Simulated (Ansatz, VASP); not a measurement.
**Pd: VASP beside Ansatz**

```
CELL_PARAMETERS angstrom
0.00000 1.96489 1.96489
1.96489 0.00000 1.96489
1.96489 1.96489 0.00000
ATOMIC_POSITIONS crystal
Pd 0.00000 0.00000 0.00000
```

Alike in both runs: task single point; functional PBEsol; k mesh 23 × 23 × 23; occupations fermi-dirac, width 0.1 eV; no spin polarisation.

|  | VASP | Ansatz |
| --- | --- | --- |
| version | VASP 6.6.1 | Ansatz 0.2.0 |
| potentials or method | VASP PAW PBE potentials, release 64 (Pd), cutoff 520 eV | plane waves (420 eV) with PAW, scalar-relativistic |
| valence electrons in the cell | 10 | 18 |

Ansatz gave:

* pressure (GPa): -7.3

**Question.** Estimate VASP's values.

**Answer.** Pressure (GPa): -7.6.

VASP's potentials were made for PBE, not for PBEsol, and Ansatz warns of the same on its side. VASP's potentials hold 10 valence electrons a cell and Ansatz's 18, so a difference there can come from the potentials and not from the codes.
